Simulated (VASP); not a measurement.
Input of a VASP 6.6.1 run:

POSCAR

```
HgTe
1.0
    0.0000000000      2.6917743006      2.6917743006
    2.6917743006      0.0000000000      2.6917743006
    2.6917743006      2.6917743006      0.0000000000
Hg Te
1 1
Direct
    0.0000000000      0.0000000000      0.0000000000
    0.2500000000      0.2500000000      0.2500000000
```

File INCAR.step1:

```
SYSTEM = HgTe
PREC = Accurate
ENCUT = 520
ISMEAR = -1
SIGMA = 0.08
LREAL = .False.
LASPH = .True.
NELM = 80
NBANDS = 16
GGA = PE
ALGO = Normal
EDIFF = 1E-4
LWAVE = .True.
LCHARG = .False.
```

File INCAR.step2:

```
SYSTEM = HgTe
PREC = Accurate
ENCUT = 520
EDIFF = 1E-6
ISMEAR = -1
SIGMA = 0.08
LREAL = .False.
LASPH = .True.
NELM = 80
ALGO = Normal
ISIF = 2
LWAVE = .False.
LCHARG = .False.
METAGGA = R2SCAN
LMIXTAU = .True.
NBANDS = 16
ISTART = 1
```

The input KPOINTS:

```
Automatic mesh
0
Gamma
  12 12 12
  0 0 0
```

Potentials or basis: VASP PAW PBE potentials, release 64 (Hg, Te).

The run is started by

```console
$ cat potpaw_PBE.64/Hg/POTCAR potpaw_PBE.64/Te/POTCAR > POTCAR
$ cp INCAR.step1 INCAR
$ mpirun -np 1 vasp_std > vasp.out
$ cp INCAR.step2 INCAR
$ mpirun -np 1 vasp_std > vasp.out
```

**Question.** What does it give for the pressure?

**Answer.** 109.8 GPa.

**Question.** Estimate the band gap on the k mesh.

**Answer.** 0.39 eV, indirect (least direct gap 1.03 eV).

Caveat: the PAW data sets were made with another functional, which shifts forces and pressure a little; spin-orbit coupling is left out, which moves the levels of the heavy elements. A k mesh can miss the band edges.
